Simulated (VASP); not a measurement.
# CdTe (I-4m2) in VASP: notebook

The runs below take CdTe through single point, with PBEsol.

Program: VASP 6.6.1. These are calculated values, not measurements. Logs are shortened: lines on timing, memory, paths and dates and some standing lists are left out, and cuts for length are marked.

## (1) The cell of the first run

It takes space group I-4m2 (No. 119, tetragonal). Conventional cell: a = 4.589 Å, b = 4.589 Å, c = 6.327 Å, α = 90.00°, β = 90.00°, γ = 90.00°. Cd (site symmetry -4m2) has 4 Te at 2.79 Å within 3.7 Å. Te (site symmetry -4m2) has 4 Cd at 2.79 Å within 3.7 Å.

## (2) Single point, PBEsol (strain -0.0250 x Voigt [0, 1, 0, 0, 0, 0])

The input, INCAR:

```
PREC = Accurate
ENCUT = 520
EDIFF = 1E-6
ISMEAR = 0
SIGMA = 0.05
LREAL = F
LASPH = T
NELM = 100
ALGO = Normal
ISIF = 2
LWAVE = F
LCHARG = F
GGA = PS
NBANDS = 16
```

The input, KPOINTS:

```
Automatic mesh
0
Gamma
  8 8 8
```

The input, POSCAR:

```
CdTe
1.0
    0.0000000000      3.1635547388      3.2446715270
    3.2446715270      0.0000000000      3.2446715270
    3.2446715270      3.1635547388      0.0000000000
Cd Te
1 1
Direct
    0.0000000000      0.0000000000      0.0000000000
    0.7500000000      0.7500000000      0.7500000000
```

Potentials or basis: VASP PAW PBE potentials, release 64 (Cd, Te).

Started as:

```bash
cat potpaw_PBE.64/Cd/POTCAR potpaw_PBE.64/Te/POTCAR > POTCAR
mpirun -np 1 vasp_std > vasp.out
```

OUTCAR:

```text
PREC = Accurate
   ENCUT = 520
   EDIFF = 1E-6
   ISMEAR = 0
   LREAL = F
   LASPH = T
   NELM = 100
   ISIF = 2
   GGA = PS

 ion  position               nearest neighbor table
   1  0.000  0.000  0.000-   2 2.79   2 2.79   2 2.79   2 2.79
   2  0.750  0.750  0.750-   1 2.79   1 2.79   1 2.79   1 2.79

  LATTYP: Found a body centered tetragonal cell.
 ALAT       =     4.5886584789
 C/A-ratio  =     1.3788582233

  Lattice vectors:

 A1 = (   0.0000000000,  -3.1635547388,   3.2446715270)
 A2 = (   0.0000000000,  -3.1635547388,  -3.2446715270)
 A3 = (   3.2446715270,   3.1635547388,   0.0000000000)

Analysis of symmetry for initial positions (statically):
=====================================================================
 Subroutine PRICEL returns:
 Original cell was already a primitive cell.

 Routine SETGRP: Setting up the symmetry group for a
 body centered tetragonal supercell.

 Subroutine GETGRP returns: Found  8 space group operations
 (whereof  8 operations were pure point group operations)
 out of a pool of 16 trial point group operations.

The static configuration has the point symmetry D_2d.

Analysis of symmetry for dynamics (positions and initial velocities):
=====================================================================
 Subroutine PRICEL returns:
 Original cell was already a primitive cell.

 Routine SETGRP: Setting up the symmetry group for a
 body centered tetragonal supercell.

 Subroutine GETGRP returns: Found  8 space group operations
 (whereof  8 operations were pure point group operations)
 out of a pool of 16 trial point group operations.

The dynamic configuration has the point symmetry D_2d.

 Subroutine INISYM returns: Found  8 space group operations
 (whereof  8 operations are pure point group operations),
 and found     1 'primitive' translations

----------------------------------------------------------------------------------------

                                     Primitive cell

  volume of cell :      66.6111

  direct lattice vectors                    reciprocal lattice vectors
     0.000000000  3.163554739  3.244671527    -0.154098803  0.158050055  0.154098803
     3.244671527  0.000000000  3.244671527     0.154098803 -0.158050055  0.154098803
     3.244671527  3.163554739  0.000000000     0.154098803  0.158050055 -0.154098803

[... 75 lines left out ...]
   ISTART =      0    job   : 0-new  1-cont  2-samecut
   ICHARG =      2    charge: 1-file 2-atom 10-const
   ISPIN  =      1    spin polarized calculation?
   LNONCOLLINEAR =      F non collinear calculations
   LSORBIT =      F    spin-orbit coupling
   LASPH  =      T    aspherical Exc in radial PAW
   ENCUT  =  520.0 eV  38.22 Ry    6.18 a.u.   8.43  8.53  8.43*2*pi/ulx,y,z
   NELM   =    100;   NELMIN=  2; NELMDL= -5     # of ELM steps
   EDIFF  = 0.1E-05   stopping-criterion for ELM
   LREAL  =      F    real-space projection
   EDIFFG = 0.1E-04   stopping-criterion for IOM
   NSW    =      0    number of steps for IOM
   IBRION =     -1    ionic relax: 0-MD 1-quasi-New 2-CG
   NFREE  =      0    steps in history (QN), initial steepest desc. (CG)
   ISIF   =      2    stress and relaxation
   ISYM   =      2    0-nonsym 1-usesym 2-fastsym
   POTIM  = 0.5000    time-step for ionic-motion
   TEBEG  =    0.0;   TEEND  =   0.0 temperature during run
   PSTRESS=    0.0 pullay stress
   NELECT =      18.0000    total number of electrons
   NUPDOWN=      -1.0000    fix difference up-down
   EMIN   =  10.00;   EMAX   =-10.00  energy-range for DOS
   EFERMI =   0.00;   METHOD = LEGACY
   ISMEAR =     0;   SIGMA  =   0.05  broadening in eV -4-tet -1-fermi 0-gaus
   EFERMI_NEDOS =   21; number of points for ismear=-14 and -15
   IALGO  =     38    algorithm
   IMIX   =      4    mixing-type and parameters
     AMIX     =   0.40;   BMIX     =  1.00
     AMIX_MAG =   1.60;   BMIX_MAG =  1.00
  volume/ion in A,a.u.               =      33.31       224.76
  Fermi-wavevector in a.u.,A,eV,Ry     =   1.058401  2.000087 15.241406  1.120212
  Thomas-Fermi vector in A             =   2.193709
   LORBIT       =      0    0 simple, 1 ext, 2 COOP (PROOUT), +10 PAW based schemes
   GGA     = PS    functional components
   LHFCALC =     F    Hartree Fock is set to
   AEXX    =    0.0000 exact exchange contribution
   IVDW    =     0    specifies the selected vdW correction
   LEPSILON=     F    determine dielectric tensor
   LRPA    =     F    only Hartree local field effects (RPA)
 non-spin polarized calculation
 Gauss-broadening in eV      SIGMA  =   0.05
  energy-cutoff  :      520.00
  volume of cell :       66.61
 maximum number of plane-waves:      1819
 NGX is ok and might be reduce to    36
   NGX = 17   NGY = 17   NGZ = 17

 number of electron      17.9999995 magnetization

 Free energy of the ion-electron system (eV)
  ---------------------------------------------------
  ext. energy  EPLUGINS =         0.00000000
  ---------------------------------------------------
  free energy    TOTEN  =        -5.48048284 eV

  energy without entropy =       -5.48048284  energy(sigma->0) =       -5.48048284

 E-fermi :   2.7331     XC(G=0):  -8.8776

 val. band max:        2.4619575346   @ k =   0.0000   0.0000   0.0000
 cond. band min:       3.1322277172   @ k =   0.0000   0.0000   0.0000
 fundamental gap:      0.6702701826
 Fermi energy:         2.7330867455

 k-point     1 :       0.0000    0.0000    0.0000
  band No.  band energies     occupation
      1      -8.9290      2.00000
      2      -5.9261      2.00000
      3      -5.9261      2.00000
      4      -5.9203      2.00000
      5      -5.6459      2.00000
      6      -5.6403      2.00000
[... 433 lines left out ...]
      3      -5.8509      2.00000
      4      -5.6756      2.00000
      5      -5.6298      2.00000
      6      -5.4917      2.00000
[... 8 lines left out ...]
     15      11.5861      0.00000
     16      12.2467      0.00000

 [... further k-points ...]
[... 5 lines left out ...]
  --------------------------------------------------------------------------------------
  -------------------------------------------------------------------------------------
  Total        0.4772617      0.6374802      0.4772617      0.0000000      0.0000000      0.0000000
  in kB       11.4794295     15.3331161     11.4794295      0.0000000      0.0000000      0.0000000
  external PRESSURE =      12.7639917 kB  Pullay stress =       0.0000000 kB

 VOLUME and BASIS-vectors are now :
 -----------------------------------------------------------------------------
  energy-cutoff  :      520.00
  volume of cell :       66.61
      direct lattice vectors                 reciprocal lattice vectors
     0.000000000  3.163554739  3.244671527    -0.154098803  0.158050055  0.154098803
     3.244671527  0.000000000  3.244671527     0.154098803 -0.158050055  0.154098803
     3.244671527  3.163554739  0.000000000     0.154098803  0.158050055 -0.154098803

 POSITION                                       TOTAL-FORCE (eV/Angst)
 -----------------------------------------------------------------------------------
      0.00000      0.00000      0.00000         0.000000      0.000000      0.000000
      4.86701      4.74533      4.86701        -0.000000     -0.000000     -0.000000
 -----------------------------------------------------------------------------------
    total drift:                                0.000000      0.000000      0.000000

  FREE ENERGIE OF THE ION-ELECTRON SYSTEM (eV)
  ---------------------------------------------------
  free  energy   TOTEN  =        -5.4804828449 eV

  energy  without entropy=       -5.4804828449  energy(sigma->0) =       -5.48048284
```

OSZICAR:

```text
N       E                     dE             d eps       ncg     rms          rms(c)
DAV:   1     0.100903200629E+03    0.10090E+03   -0.82056E+03  1912   0.971E+02
DAV:   2    -0.216411666406E+01   -0.10307E+03   -0.98065E+02  2296   0.238E+02
DAV:   3    -0.570307660202E+01   -0.35390E+01   -0.35340E+01  2264   0.456E+01
DAV:   4    -0.573576501190E+01   -0.32688E-01   -0.32687E-01  2872   0.384E+00
DAV:   5    -0.573591552410E+01   -0.15051E-03   -0.15051E-03  2432   0.196E-01    0.571E+00
DAV:   6    -0.549948722048E+01    0.23643E+00   -0.43486E-01  2288   0.847E+00    0.471E+00
DAV:   7    -0.548137153149E+01    0.18116E-01   -0.10238E-01  2408   0.213E+00    0.188E+00
DAV:   8    -0.548046618559E+01    0.90535E-03   -0.10389E-02  2048   0.117E+00    0.486E-01
DAV:   9    -0.548043741676E+01    0.28769E-04   -0.74970E-04  2336   0.304E-01    0.118E-01
DAV:  10    -0.548046348013E+01   -0.26063E-04   -0.10443E-04  2352   0.942E-02    0.548E-02
DAV:  11    -0.548048503372E+01   -0.21554E-04   -0.46608E-05  2208   0.433E-02    0.405E-02
DAV:  12    -0.548048304447E+01    0.19893E-05   -0.39410E-06  2216   0.144E-02    0.207E-02
DAV:  13    -0.548048284489E+01    0.19958E-06   -0.57000E-07  1768   0.364E-03
   1 F= -.54804828E+01 E0= -.54804828E+01  d E =-.935294E-17
```

stdout:

```text
POSCAR found type information on POSCAR CdTe
 POSCAR found :  2 types and       2 ions
 scaLAPACK will be used
 -----------------------------------------------------------------------------
|                                                                             |
|                                                                             |
|     You enforced a specific xc type in the INCAR file but a different       |
|     I HOPE YOU KNOW WHAT YOU ARE DOING!                                     |
|                                                                             |
 -----------------------------------------------------------------------------

 LDA part: xc-table for (Slater+PW92), standard interpolation
 POSCAR, INCAR and KPOINTS ok, starting setup
 FFT: planning ... GRIDC
 FFT: planning ... GRID_SOFT
 FFT: planning ... GRID
 WAVECAR not read
 entering main loop
```

It took 26 s on 1 thread of Intel Xeon 6975P-C (Granite Rapids), shared host; peak memory 0.24 GiB.

What came out:

```
Free energy            : -5.4805 eV
Pressure               : 1.3 GPa
Band gap on the k mesh : 0.67 eV, direct
```

Caveat: the cell differs from its parent crystal (strain -0.0250 x Voigt [0, 1, 0, 0, 0, 0]); the PAW data sets were made with another functional, which shifts forces and pressure a little; spin-orbit coupling is left out, which moves the levels of the heavy elements.

## (3) Single point, PBEsol (strain +0.0250 x Voigt [0, 1, 0, 0, 0, 0])

The input, INCAR:

```
SYSTEM = CdTe
  ALGO = Normal
  EDIFF = 1E-6
  ENCUT = 520
  GGA = PS
  ISIF = 2
  ISMEAR = 0
  LASPH = .True.
  LCHARG = .False.
  LREAL = .False.
  LWAVE = .False.
  NBANDS = 16
  NELM = 60
  PREC = Accurate
  SIGMA = 0.05
```

The input, KPOINTS:

```
k-points
0
Gamma
  8 8 8
  0 0 0
```

The input, POSCAR:

```
CdTe
1.0
    0.0000000000      3.3257883152      3.2446715270
    3.2446715270      0.0000000000      3.2446715270
    3.2446715270      3.3257883152      0.0000000000
Cd Te
1 1
Direct
    0.0000000000      0.0000000000      0.0000000000
    0.7500000000      0.7500000000      0.7500000000
```

Potentials or basis: VASP PAW PBE potentials, release 64 (Cd, Te).

Started as:

```bash
cat potpaw_PBE.64/Cd/POTCAR potpaw_PBE.64/Te/POTCAR > POTCAR
mpirun -np 1 vasp_std > vasp.out
```

OUTCAR:

```text
SYSTEM = CdTe
   EDIFF = 1E-6
   ENCUT = 520
   GGA = PS
   ISIF = 2
   ISMEAR = 0
   LASPH = .True.
   LREAL = .False.
   NELM = 60
   PREC = Accurate

 ion  position               nearest neighbor table
   1  0.000  0.000  0.000-   2 2.83   2 2.83   2 2.83   2 2.83
   2  0.750  0.750  0.750-   1 2.83   1 2.83   1 2.83   1 2.83

  LATTYP: Found a body centered tetragonal cell.
 ALAT       =     4.5886584789
 C/A-ratio  =     1.4495689014

  Lattice vectors:

 A1 = (   0.0000000000,  -3.3257883152,   3.2446715270)
 A2 = (   0.0000000000,  -3.3257883152,  -3.2446715270)
 A3 = (   3.2446715270,   3.3257883152,   0.0000000000)

Analysis of symmetry for initial positions (statically):
=====================================================================
 Subroutine PRICEL returns:
 Original cell was already a primitive cell.

 Routine SETGRP: Setting up the symmetry group for a
 body centered tetragonal supercell.

 Subroutine GETGRP returns: Found  8 space group operations
 (whereof  8 operations were pure point group operations)
 out of a pool of 16 trial point group operations.

The static configuration has the point symmetry D_2d.

Analysis of symmetry for dynamics (positions and initial velocities):
[... 161 lines left out ...]
 val. band max:        1.9834390962   @ k =   0.0000   0.0000   0.0000
 cond. band min:       2.5321011299   @ k =   0.0000   0.0000   0.0000
 fundamental gap:      0.5486620337
 Fermi energy:         2.2549781421

 k-point     1 :       0.0000    0.0000    0.0000
  band No.  band energies     occupation
      1      -9.0952      2.00000
      2      -6.2066      2.00000
      3      -6.2006      2.00000
      4      -6.2006      2.00000
      5      -5.9605      2.00000
      6      -5.9570      2.00000
[... 433 lines left out ...]
      3      -6.1345      2.00000
      4      -5.9760      2.00000
      5      -5.9487      2.00000
      6      -5.8296      2.00000
[... 8 lines left out ...]
     15      10.9967      0.00000
     16      11.6449      0.00000

 [... further k-points ...]

------------------------ aborting loop because EDIFF is reached ----------------------------------------

  FORCE on cell =-STRESS in cart. coord.  units (eV):
  Direction    XX          YY          ZZ          XY          YZ          ZX
  --------------------------------------------------------------------------------------
  -------------------------------------------------------------------------------------
  Total       -0.2941138     -0.4949103     -0.2941138     -0.0000000      0.0000000      0.0000000
  in kB       -6.7291449    -11.3232467     -6.7291449     -0.0000000      0.0000000      0.0000000
  external PRESSURE =      -8.2605122 kB  Pullay stress =       0.0000000 kB

 VOLUME and BASIS-vectors are now :
 -----------------------------------------------------------------------------
  energy-cutoff  :      520.00
  volume of cell :       70.03
      direct lattice vectors                 reciprocal lattice vectors
     0.000000000  3.325788315  3.244671527    -0.154098803  0.150340296  0.154098803
     3.244671527  0.000000000  3.244671527     0.154098803 -0.150340296  0.154098803
     3.244671527  3.325788315  0.000000000     0.154098803  0.150340296 -0.154098803

 POSITION                                       TOTAL-FORCE (eV/Angst)
 -----------------------------------------------------------------------------------
      0.00000      0.00000      0.00000         0.000000      0.000000      0.000000
      4.86701      4.98868      4.86701        -0.000000     -0.000000     -0.000000
 -----------------------------------------------------------------------------------
    total drift:                                0.000000      0.000001      0.000000

  FREE ENERGIE OF THE ION-ELECTRON SYSTEM (eV)
  ---------------------------------------------------
  free  energy   TOTEN  =        -5.4842235745 eV

  energy  without entropy=       -5.4842235745  energy(sigma->0) =       -5.48422357
```

stdout:

```text
POSCAR found type information on POSCAR CdTe
 POSCAR found :  2 types and       2 ions
 scaLAPACK will be used
 -----------------------------------------------------------------------------
|                                                                             |
|                                                                             |
|     You enforced a specific xc type in the INCAR file but a different       |
|     I HOPE YOU KNOW WHAT YOU ARE DOING!                                     |
|                                                                             |
 -----------------------------------------------------------------------------

 LDA part: xc-table for (Slater+PW92), standard interpolation
 POSCAR, INCAR and KPOINTS ok, starting setup
 FFT: planning ... GRIDC
 FFT: planning ... GRID_SOFT
 FFT: planning ... GRID
 WAVECAR not read
 entering main loop
```

Run time: 26 s. Hardware: 1 thread of Intel Xeon 6975P-C (Granite Rapids), shared host; peak memory 0.24 GiB.

Results:

* Free energy: -5.4842 eV
* Pressure: -0.8 GPa
* Band gap on the k mesh: 0.55 eV, direct

Caveat: the cell differs from its parent crystal (strain +0.0250 x Voigt [0, 1, 0, 0, 0, 0]); the PAW data sets were made with another functional, which shifts forces and pressure a little; spin-orbit coupling is left out, which moves the levels of the heavy elements.
